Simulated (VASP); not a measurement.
# MoH6 in VASP: notebook

The runs below take MoH6 through single point, relaxation of cell and atoms, with PBE.

All numbers are computed with VASP 6.6.1; they aren't measurements. Logs are shortened: lines on timing, memory, paths and dates and some standing lists are left out, and cuts for length are marked.

**1. The cell of the first run**

The typed cell holds 7 atoms: a = 3.798 Å, b = 3.798 Å, c = 3.798 Å, α = 60.06°, β = 60.06°, γ = 60.06°.

**2. Single point, PBE**

INCAR

```
SYSTEM = MoH6
  ALGO = Normal
  EDIFF = 1E-6
  ENCUT = 500
  GGA = PE
  GGA_COMPAT = .False.
  ISIF = 2
  ISMEAR = 0
  LASPH = .True.
  LCHARG = .False.
  LREAL = .False.
  LWAVE = .False.
  NBANDS = 19
  NELM = 120
  PREC = Accurate
  SIGMA = 0.15
```

KPOINTS

```
k-points
0
Gamma
  4 4 4
  0 0 0
```

POSCAR

```
MoH6
1.0
    1.9006535149      1.0973428185      3.0992935138
   -1.9006535149      1.0973428185      3.0992935138
    0.0000000000     -2.1946856370      3.0992935138
H Mo
6 1
Direct
    0.5000000000      0.5000000000      0.0000000000
    0.0000000000      0.5000000000      0.5000000000
    0.5000000000      0.0000000000      0.5000000000
    0.0000000000      0.0000000000      0.5000000000
    0.5000000000      0.0000000000      0.0000000000
    0.0000000000      0.5000000000      0.0000000000
    0.5000000000      0.5000000000      0.5000000000
```

Potentials or basis: VASP PAW PBE potentials, release 64 (H, Mo_sv).

Launch:

```
$ cat potpaw_PBE.64/H/POTCAR potpaw_PBE.64/Mo_sv/POTCAR > POTCAR
$ mpirun -np 1 vasp_std > vasp.out
```

OUTCAR:

```text
SYSTEM = MoH6
   EDIFF = 1E-6
   ENCUT = 500
   GGA = PE
   ISIF = 2
   ISMEAR = 0
   LASPH = .True.
   LREAL = .False.
   NELM = 120
   PREC = Accurate

 ion  position               nearest neighbor table
   1  0.500  0.500  0.000-   7 1.90   7 1.90
   2  0.000  0.500  0.500-   7 1.90   7 1.90
   3  0.500  0.000  0.500-   7 1.90   7 1.90
   4  0.000  0.000  0.500-   7 1.90   7 1.90
   5  0.500  0.000  0.000-   7 1.90   7 1.90
   6  0.000  0.500  0.000-   7 1.90   7 1.90
   7  0.500  0.500  0.500-   2 1.90   3 1.90   3 1.90   2 1.90   1 1.90   1 1.90   4 1.90   4 1.90
                             5 1.90   5 1.90   6 1.90   6 1.90

  LATTYP: Found a trigonal (rhomboedric) cell.
 ALAT       =     3.7976657738
 COS(alpha) =     0.4990407261

  Lattice vectors:

 A1 = (   1.9006535149,   1.0973428185,   3.0992935138)
 A2 = (  -1.9006535149,   1.0973428185,   3.0992935138)
 A3 = (   0.0000000000,  -2.1946856370,   3.0992935138)

Analysis of symmetry for initial positions (statically):
=====================================================================
 Subroutine PRICEL returns:
 Original cell was already a primitive cell.

 Routine SETGRP: Setting up the symmetry group for a
 trigonal (rhombohedral) supercell.

 Subroutine GETGRP returns: Found 12 space group operations
 (whereof 12 operations were pure point group operations)
 out of a pool of 12 trial point group operations.

The static configuration has the point symmetry D_3d.

Analysis of symmetry for dynamics (positions and initial velocities):
=====================================================================
 Subroutine PRICEL returns:
 Original cell was already a primitive cell.

 Routine SETGRP: Setting up the symmetry group for a
 trigonal (rhombohedral) supercell.

 Subroutine GETGRP returns: Found 12 space group operations
 (whereof 12 operations were pure point group operations)
 out of a pool of 12 trial point group operations.

The dynamic configuration has the point symmetry D_3d.

 Subroutine INISYM returns: Found 12 space group operations
 (whereof 12 operations are pure point group operations),
 and found     1 'primitive' translations

----------------------------------------------------------------------------------------

                                     Primitive cell

  volume of cell :      38.7846

  direct lattice vectors                    reciprocal lattice vectors
     1.900653515  1.097342819  3.099293514     0.263067411  0.151882041  0.107551393
    -1.900653515  1.097342819  3.099293514    -0.263067411  0.151882041  0.107551393
     0.000000000 -2.194685637  3.099293514     0.000000000 -0.303764081  0.107551393

  length of vectors
     3.797665774  3.797665774  3.797665774     0.322242020  0.322242020  0.322242020

  position of ions in fractional coordinates (direct lattice)
     0.500000000  0.500000000  0.000000000
     0.000000000  0.500000000  0.500000000
     0.500000000  0.000000000  0.500000000
     0.000000000  0.000000000  0.500000000
     0.500000000  0.000000000  0.000000000
     0.000000000  0.500000000  0.000000000
     0.500000000  0.500000000  0.500000000

  ion indices of the primitive-cell ions
   primitive index   ion index
                 1           1
                 2           2
                 3           3
                 4           4
                 5           5
                 6           6
                 7           7

----------------------------------------------------------------------------------------

 KPOINTS: k-points

Automatic generation of k-mesh.
 Grid dimensions read from file:
 generate k-points for:    4    4    4

 Generating k-lattice:

  Cartesian coordinates                     Fractional coordinates (reciprocal lattice)
     0.065766853  0.037970510  0.026887848     0.250000000  0.000000000  0.000000000
    -0.065766853  0.037970510  0.026887848     0.000000000  0.250000000  0.000000000
     0.000000000 -0.075941020  0.026887848     0.000000000  0.000000000  0.250000000

  Length of vectors
     0.080560505  0.080560505  0.080560505

  Shift w.r.t. Gamma in fractional coordinates (k-lattice)
     0.000000000  0.000000000  0.000000000

 Subroutine IBZKPT returns following result:
 ===========================================

 Found     13 irreducible k-points:

 Following reciprocal coordinates:
            Coordinates               Weight
  0.000000  0.000000  0.000000      1.000000
  0.250000  0.000000 -0.000000      6.000000
  0.500000  0.000000 -0.000000      3.000000
  0.250000  0.250000  0.000000      6.000000
  0.500000  0.250000  0.000000     12.000000
 -0.250000  0.250000  0.000000      6.000000
  0.500000  0.500000  0.000000      3.000000
  0.250000  0.250000  0.250000      2.000000
  0.500000  0.250000  0.250000      6.000000
 -0.250000  0.250000  0.250000      6.000000
  0.500000  0.500000  0.250000      6.000000
 -0.250000  0.500000  0.250000      6.000000
  0.500000  0.500000  0.500000      1.000000
   k-points           NKPTS =     13   k-points in BZ     NKDIM =     13   number of bands    NBANDS=     19
   number of dos      NEDOS =    301   number of ions     NIONS =      7
   total plane-waves  NPLWV =  21952
   dimension x,y,z NGX =    28 NGY =   28 NGZ =   28
   dimension x,y,z NGXF=    56 NGYF=   56 NGZF=   56
   ions per type =               6   1
   NGX,Y,Z   is equivalent  to a cutoff of  12.26, 12.26, 12.26 a.u.
   NGXF,Y,Z  is equivalent  to a cutoff of  24.51, 24.51, 24.51 a.u.
 SYSTEM =  MoH6
   PREC   = accura    normal or accurate (medium, high low for compatibility)
   ISTART =      0    job   : 0-new  1-cont  2-samecut
   ICHARG =      2    charge: 1-file 2-atom 10-const
   ISPIN  =      1    spin polarized calculation?
   LNONCOLLINEAR =      F non collinear calculations
   LSORBIT =      F    spin-orbit coupling
   LASPH  =      T    aspherical Exc in radial PAW
   ENCUT  =  500.0 eV  36.75 Ry    6.06 a.u.   6.92  6.92  6.92*2*pi/ulx,y,z
   NELM   =    120;   NELMIN=  2; NELMDL= -5     # of ELM steps
   EDIFF  = 0.1E-05   stopping-criterion for ELM
   LREAL  =      F    real-space projection
   EDIFFG = 0.1E-04   stopping-criterion for IOM
   NSW    =      0    number of steps for IOM
   IBRION =     -1    ionic relax: 0-MD 1-quasi-New 2-CG
   NFREE  =      0    steps in history (QN), initial steepest desc. (CG)
   ISIF   =      2    stress and relaxation
   ISYM   =      2    0-nonsym 1-usesym 2-fastsym
   POTIM  = 0.5000    time-step for ionic-motion
   TEBEG  =    0.0;   TEEND  =   0.0 temperature during run
   PSTRESS=    0.0 pullay stress
   NELECT =      20.0000    total number of electrons
   NUPDOWN=      -1.0000    fix difference up-down
   EMIN   =  10.00;   EMAX   =-10.00  energy-range for DOS
   EFERMI =   0.00;   METHOD = LEGACY
   ISMEAR =     0;   SIGMA  =   0.15  broadening in eV -4-tet -1-fermi 0-gaus
   EFERMI_NEDOS =   21; number of points for ismear=-14 and -15
   IALGO  =     38    algorithm
   IMIX   =      4    mixing-type and parameters
     AMIX     =   0.40;   BMIX     =  1.00
     AMIX_MAG =   1.60;   BMIX_MAG =  1.00
  volume/ion in A,a.u.               =       5.54        37.39
  Fermi-wavevector in a.u.,A,eV,Ry     =   1.312800  2.480831 23.448861  1.723443
  Thomas-Fermi vector in A             =   2.443167
   LORBIT       =      0    0 simple, 1 ext, 2 COOP (PROOUT), +10 PAW based schemes
   GGA     = PE    functional components
   LHFCALC =     F    Hartree Fock is set to
   AEXX    =    0.0000 exact exchange contribution
   IVDW    =     0    specifies the selected vdW correction
   LEPSILON=     F    determine dielectric tensor
   LRPA    =     F    only Hartree local field effects (RPA)
 non-spin polarized calculation
 Gauss-broadening in eV      SIGMA  =   0.15
  energy-cutoff  :      500.00
  volume of cell :       38.78
 maximum number of plane-waves:       992
   NGX = 13   NGY = 13   NGZ = 13

 number of electron      20.0000001 magnetization

 Free energy of the ion-electron system (eV)
  ---------------------------------------------------
  ext. energy  EPLUGINS =         0.00000000
  ---------------------------------------------------
  free energy    TOTEN  =       -27.33166346 eV

  energy without entropy =      -27.27531653  energy(sigma->0) =      -27.30349000

 E-fermi :   5.1806     XC(G=0): -11.0901

 val. band max:        5.1757467714   @ k =  -0.2500   0.5000   0.2500
 cond. band min:       5.2795435972   @ k =  -0.2500   0.2500   0.0000
 fundamental gap:      0.1037968258
 Fermi energy:         5.1805871052

 k-point     1 :       0.0000    0.0000    0.0000
  band No.  band energies     occupation
      1     -56.0203      2.00000
      2     -30.1122      2.00000
      3     -30.1086      2.00000
      4     -30.1086      2.00000
      5      -6.0745      2.00000
      6       0.1025      2.00000
[... 11 lines left out ...]
     18      14.1427      0.00000
     19      14.1721      0.00000

 k-point     2 :       0.2500    0.0000   -0.0000
  band No.  band energies     occupation
      1     -56.0171      2.00000
      2     -30.1641      2.00000
      3     -30.1216      2.00000
      4     -30.1184      2.00000
      5      -5.0743      2.00000
      6      -0.6403      2.00000
[... 11 lines left out ...]
     18      16.6421      0.00000
     19      16.6656      0.00000

 k-point     3 :       0.5000    0.0000   -0.0000
  band No.  band energies     occupation
      1     -56.0140      2.00000
      2     -30.2185      2.00000
      3     -30.1315      2.00000
      4     -30.1282      2.00000
      5      -3.4196      2.00000
      6      -1.7815      2.00000
[... 192 lines left out ...]
      1     -56.0118      2.00000
      2     -30.1876      2.00000
      3     -30.1845      2.00000
      4     -30.1556      2.00000
      5      -1.4703      2.00000
      6      -1.4702      2.00000
[... 11 lines left out ...]
     18      19.8486      0.00000
     19      19.8649      0.00000

 k-point    13 :       0.5000    0.5000    0.5000
  band No.  band energies     occupation
      1     -56.0139      2.00000
      2     -30.2223      2.00000
      3     -30.1285      2.00000
      4     -30.1285      2.00000
      5      -3.4081      2.00000
      6      -1.7742      2.00000
[... 11 lines left out ...]
     18      20.1581      0.00000
     19      20.1581      0.00000

------------------------ aborting loop because EDIFF is reached ----------------------------------------

  FORCE on cell =-STRESS in cart. coord.  units (eV):
  Direction    XX          YY          ZZ          XY          YZ          ZX
  --------------------------------------------------------------------------------------
  -------------------------------------------------------------------------------------
  Total       -0.0451191     -0.0451191      0.0012538      0.0000000      0.0000000      0.0000000
  in kB       -1.8638533     -1.8638533      0.0517930      0.0000000      0.0000000      0.0000000
  external PRESSURE =      -1.2253045 kB  Pullay stress =       0.0000000 kB

 VOLUME and BASIS-vectors are now :
 -----------------------------------------------------------------------------
  energy-cutoff  :      500.00
  volume of cell :       38.78
      direct lattice vectors                 reciprocal lattice vectors
     1.900653515  1.097342819  3.099293514     0.263067411  0.151882041  0.107551393
    -1.900653515  1.097342819  3.099293514    -0.263067411  0.151882041  0.107551393
     0.000000000 -2.194685637  3.099293514     0.000000000 -0.303764081  0.107551393

 POSITION                                       TOTAL-FORCE (eV/Angst)
 -----------------------------------------------------------------------------------
      0.00000      1.09734      3.09929        -0.000000     -0.000000     -0.000000
     -0.95033     -0.54867      3.09929        -0.000000     -0.000000      0.000000
      0.95033     -0.54867      3.09929        -0.000000     -0.000000     -0.000000
      0.00000     -1.09734      1.54965        -0.000000     -0.000000     -0.000000
      0.95033      0.54867      1.54965        -0.000000     -0.000000     -0.000000
     -0.95033      0.54867      1.54965        -0.000000     -0.000000     -0.000000
      0.00000      0.00000      4.64894         0.000000      0.000000      0.000000
 -----------------------------------------------------------------------------------
    total drift:                               -0.000000     -0.000000      0.000000

  FREE ENERGIE OF THE ION-ELECTRON SYSTEM (eV)
  ---------------------------------------------------
  free  energy   TOTEN  =       -27.3316634631 eV

  energy  without entropy=      -27.2753165346  energy(sigma->0) =      -27.30349000
```

Run time: 29 s. Hardware: 1 thread of AMD EPYC 7R43 (Zen 3), shared host; peak memory 0.11 GiB.

What came out:

```yaml
Free_energy: -27.3317 eV
Pressure: -0.1 GPa
Band_gap_on_the_k_mesh: zero (filled and empty bands touch)
```

Caveat: the k points lie up to 0.51 Å⁻¹ apart.

(Continued in part 2 of 2.)
